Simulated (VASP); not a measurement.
Set up this calculation in VASP 6.6.1, as the native input.

```yaml
Task: single point
Functional: PBEsol
Potentials_or_basis: VASP PAW PBE potentials, release 64 (Cu, O)
Cutoff: 520 eV
k_mesh: 8 × 8 × 5
Occupations: gaussian, width 0.01 eV
Spin: collinear spin, ferromagnetic start
Starting_moments: "[1.0, 1.0, 0.0, 0.0] μB"
Fixed_moment: 2 μB
Hubbard_terms: Cu d U = 8.0 eV
Dipole_correction: no
Further_INCAR_settings: ALGO = Normal; EDIFF = 1e-06; NBANDS = 29
```

The structure of CuO lies in POSCAR:

```
CuO
1.0
    2.3420000000     -1.7115000000      0.0000000000
    2.3420000000      1.7115000000      0.0000000000
   -0.8500605740      0.0000000000      5.0580666287
Cu O
2 2
Direct
    0.0000000000      0.5000000000      0.0000000000
    0.5000000000      0.0000000000      0.5000000000
    0.5791751782      0.4208248218      0.2500000000
    0.4208248218      0.5791751782      0.7500000000
```

One way to write it, as run:

INCAR

```
  PREC = Accurate
  ENCUT = 520
  EDIFF = 1E-6
  ISMEAR = 0
  SIGMA = 0.01
  LREAL = False
  LASPH = True
  NELM = 150
  ALGO = Normal
  ISIF = 2
  LWAVE = False
  LCHARG = False
  ISPIN = 2
  MAGMOM = 1 1 0 0
  LORBIT = 11
  NUPDOWN = 2.0
  LMAXMIX = 4
  LDAU = True
  LDAUTYPE = 2
  LDAUL = 2 -1
  LDAUU = 8 0
  LDAUJ = 0 0
  LDAUPRINT = 1
  GGA = PS
  NBANDS = 29
```

KPOINTS

```
regular mesh
0
Gamma
  8 8 5
```

Potentials or basis: VASP PAW PBE potentials, release 64 (Cu, O).

Run with:

```bash
$ cat potpaw_PBE.64/Cu/POTCAR potpaw_PBE.64/O/POTCAR > POTCAR
$ mpirun -np 1 vasp_std > vasp.out
```

Results of the run:

```
Pressure                                              : -6.5 GPa
Largest force                                         : 0.030 eV/Å
Net moment                                            : 2.00 μB per cell
Site moments                                          : Cu +0.74; O +0.23 μB
Valence electrons inside the program's atomic spheres : Cu 9.95; O 4.99
```

Caveat: the PAW data sets were made with another functional, which shifts forces and pressure a little; the total moment is fixed, so each spin has its own Fermi level.

It took 92 s on 1 thread of Intel(R) Xeon(R) 6975P-C (Granite Rapids), with other jobs on the host, peak memory 0.28 GiB.
